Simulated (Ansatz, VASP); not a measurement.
## One calculation of SiO2, two programs

The input INCAR:

```
SYSTEM = SiO2
ALGO = Normal ; EDIFF = 1E-8
ENCUT = 520 ; ISIF = 2
ISMEAR = -1 ; ISPIN = 2
LASPH = .True. ; LCHARG = .False.
LEFG = .True. ; LORBIT = 11
LREAL = .False. ; LWAVE = .False.
MAGMOM = 0 0 0 0 0 0 0 0 0 0 0 0 ; NBANDS = 48
NELM = 150 ; PREC = Accurate
SIGMA = 0.02
```

KPOINTS

```
k-points
0
Gamma
  5 5 4
  0 0 0
```

POSCAR

```
SiO2
1.0
    4.9709000000      0.0000000000      0.0000000000
    0.0000000000      4.9709000000      0.0000000000
    0.0000000000      0.0000000000      6.9278000000
Si O
4 8
Direct
    0.3005000000      0.3005000000      0.0000000000
    0.1995000000      0.8005000000      0.2500000000
    0.6995000000      0.6995000000      0.5000000000
    0.8005000000      0.1995000000      0.7500000000
    0.2392000000      0.1037000000      0.1786000000
    0.3963000000      0.7392000000      0.4286000000
    0.7608000000      0.8963000000      0.6786000000
    0.6037000000      0.2608000000      0.9286000000
    0.7392000000      0.3963000000      0.5714000000
    0.8963000000      0.7608000000      0.3214000000
    0.2608000000      0.6037000000      0.0714000000
    0.1037000000      0.2392000000      0.8214000000
```

Input for Ansatz:

```yaml
crystal:
  lattice:
    - [4.9709, 0.0, 0.0]
    - [0.0, 4.9709, 0.0]
    - [0.0, 0.0, 6.9278]
  atoms:
    - { symbol: Si, position: [0.3005, 0.3005, 0.0] }
    - { symbol: Si, position: [0.1995, 0.8005, 0.25] }
    - { symbol: Si, position: [0.6995, 0.6995, 0.5] }
    - { symbol: Si, position: [0.8005, 0.1995, 0.75] }
    - { symbol: O, position: [0.2392, 0.1037, 0.1786] }
    - { symbol: O, position: [0.3963, 0.7392, 0.4286] }
    - { symbol: O, position: [0.7608, 0.8963, 0.6786] }
    - { symbol: O, position: [0.6037, 0.2608, 0.9286] }
    - { symbol: O, position: [0.7392, 0.3963, 0.5714] }
    - { symbol: O, position: [0.8963, 0.7608, 0.3214] }
    - { symbol: O, position: [0.2608, 0.6037, 0.0714] }
    - { symbol: O, position: [0.1037, 0.2392, 0.8214] }
kpoints:
  mp_grid: { grid: [5, 5, 4] }
scf:
  occupations: { method: fermi_dirac, width: 0.02 }
hamiltonian:
  xc: lda
  pseudopotentials: { kind: paw }
output:
  forces: true
  stress: true
  populations: true
  efg: { quadrupole_moments_barn: { O: -0.02558 }, contact_densities: true }
magnetization:
  spin_polarized: true
basis:
  ecutwfc: "44.1 Ry"
```

Alike in both runs: task electric field gradients; functional LDA; k mesh 5 × 5 × 4; occupations fermi-dirac, width 0.02 eV; collinear spin.

|  | VASP | Ansatz |
| --- | --- | --- |
| version | VASP 6.6.1 | Ansatz 0.2.0 |
| potentials or method | VASP PAW LDA potentials, release 64 (Si, O), cutoff 520 eV | plane-wave PAW, scalar-relativistic |
| valence electrons in the cell | 64 | 64 |

|  | VASP | Ansatz | Ansatz less VASP |
| --- | --- | --- | --- |
| gap on the k mesh at the Fermi level (eV) | 5.55 | 5.55 | 0.000 |
| pressure (GPa) | 2.0 | 1.4 | -0.57 |
| traceless stress, the component that is largest in VASP (GPa) | -0.53 | -0.49 | +0.044 |
| rms of the force components (eV/Å) | 0.127 | 0.124 | -0.0031 |
| size of Vzz on the site where it differs most (V/Å²) | 83.3 | 88.8 | +5.50 |

LDA's correlation is that of Perdew and Zunger in VASP and of Perdew and Wang (1992) in Ansatz. Atom by atom the forces differ by 0.014 eV/Å (rms over components). Ansatz's warnings: no starting moments.
